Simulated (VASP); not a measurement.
Crystal: CrN2.

```
Cr N
1.0
    -1.37810    1.37810    3.38066
     1.37810   -1.37810    3.38066
     1.37810    1.37810   -3.38066
Cr N
1 2
Direct
  0.00000 0.00000 0.00000
  0.66500 0.66500 0.00000
  0.33500 0.33500 0.00000
```

- Program: VASP 6.6.1
- Task: relaxation of cell and atoms
- Functional: PBE
- Potentials or basis: VASP PAW PBE potentials, release 64 (Cr_pv, N)
- Cutoff: 600 eV
- k mesh: 8 × 8 × 8
- Occupations: gaussian, width 0.1 eV
- Spin: no spin polarisation

At the start: pressure -34.5 GPa; volume 8.56 Å³/atom.

Problem. How do energy, volume and symmetry change on relaxing?

Solution. Over 30 steps the energy falls by 447.9 meV/atom and the volume is 10.27 Å³/atom (+19.9 %); space group I4/mmm (No. 139, to 0.05 Å).

The path:
```csv
step,energy change (eV),largest force (eV/Å),pressure (GPa),volume (Å³)
1,0.0000,1.4018,-34.54,25.68
2,-0.0752,0.1790,60.36,19.40
3,-0.5229,0.8127,1.26,22.11
4,-0.5234,0.7946,2.70,22.02
5,-0.5814,0.6704,2.09,22.19
6,-0.7380,0.7652,3.81,22.72
7,-0.7017,3.8205,30.23,23.81
8,-0.8059,0.6575,5.94,22.93
9,-0.9124,0.0299,13.68,23.37
10,-0.9020,0.8733,18.41,23.54
11,-0.9148,0.1600,14.77,23.41
12,-0.9440,0.3898,13.33,23.78
13,-0.9664,1.3038,11.70,24.71
14,-1.0267,0.7998,5.01,25.43
15,-1.0763,0.0729,-5.87,26.86
16,-1.1244,0.1354,-4.99,26.89
17,-1.2333,0.2342,-1.00,26.94
18,-1.2266,0.1608,12.90,26.86
19,-1.2734,0.2259,4.78,26.94
20,-1.2733,0.2244,5.39,26.93
21,-1.2918,0.4443,2.30,27.59
22,-1.3015,0.7744,-2.30,28.73
23,-1.3150,0.6660,-1.86,29.10
24,-1.3323,0.4439,-0.84,29.78
25,-1.3373,0.1109,2.13,31.15
26,-1.3401,0.1055,0.94,30.62
27,-1.3428,0.0731,0.11,30.75
28,-1.3435,0.0433,-0.60,30.85
29,-1.3437,0.0490,0.16,30.78
30,-1.3437,0.0212,-0.12,30.80
```

Final structure:
```
CELL_PARAMETERS angstrom
-1.34113 1.34113 4.28131
1.34113 -1.34113 4.28131
1.34113 1.34113 -4.28131
ATOMIC_POSITIONS crystal
Cr 0.00000 0.00000 0.00000
N 0.58726 0.58726 0.00000
N 0.41274 0.41274 0.00000
```

Caveat: the k points lie up to 0.41 Å⁻¹ apart in the final cell; the volume moved by over 15 % at a fixed basis, so the end points are rough; the run has no spin polarisation, though such a crystal can be magnetic.
